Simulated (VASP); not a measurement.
Write the native input for VASP 6.6.1 that does the following.

- Task: single point
- Functional: r2SCAN
- Potentials or basis: VASP PAW PBE potentials, release 64 (Ce)
- Cutoff: 520 eV
- k mesh: 16 × 16 × 16
- Occupations: gaussian, width 0.05 eV
- Spin: no spin polarisation
- Dipole correction: no
- Further INCAR settings: ALGO = Normal; EDIFF = 1e-06; NBANDS = 12

The system is Ce.

```
Ce
1.0
    -1.97171    1.97171    1.97171
     1.97171   -1.97171    1.97171
     1.97171    1.97171   -1.97171
Ce
1
Direct
  0.00000 0.00000 0.00000
```

The input as run:

POSCAR

```
Ce
1.0
   -1.9717100020      1.9717100020      1.9717100020
    1.9717100020     -1.9717100020      1.9717100020
    1.9717100020      1.9717100020     -1.9717100020
Ce
1
Direct
    0.0000000000      0.0000000000      0.0000000000
```

INCAR.step1

```
  PREC = Accurate
  ENCUT = 520
  ISMEAR = 0
  SIGMA = 0.05
  LREAL = False
  LASPH = True
  NELM = 100
  NBANDS = 12
  GGA = PE
  ALGO = Normal
  EDIFF = 1E-4
  LWAVE = True
  LCHARG = False
```

INCAR.step2

```
  PREC = Accurate
  ENCUT = 520
  EDIFF = 1E-6
  ISMEAR = 0
  SIGMA = 0.05
  LREAL = False
  LASPH = True
  NELM = 100
  ALGO = Normal
  ISIF = 2
  LWAVE = False
  LCHARG = False
  METAGGA = R2SCAN
  LMIXTAU = True
  NBANDS = 12
  ISTART = 1
```

KPOINTS

```
regular mesh
0
Gamma
  16 16 16
```

Potentials or basis: VASP PAW PBE potentials, release 64 (Ce).

Command:

```bash
$ cat potpaw_PBE.64/Ce/POTCAR > POTCAR
$ cp INCAR.step1 INCAR
$ mpirun -np 1 vasp_std > vasp.out
$ cp INCAR.step2 INCAR
$ mpirun -np 1 vasp_std > vasp.out
```

Results of the run:

```json
{"Pressure": "-4.2 GPa", "Band gap on the k mesh": "zero (band 6 reaches 8.41 eV, above the bottom of band 7 at 7.51 eV)"}
```

Caveat: the PAW data sets were made with another functional, which shifts forces and pressure a little; spin-orbit coupling is left out, which moves the levels of the heavy elements.

Wall time 5.6 min on 1 thread of Intel(R) Xeon(R) Platinum 8375C CPU @ 2.90GHz (Ice Lake), with other jobs on the host, peak memory 0.22 GiB.
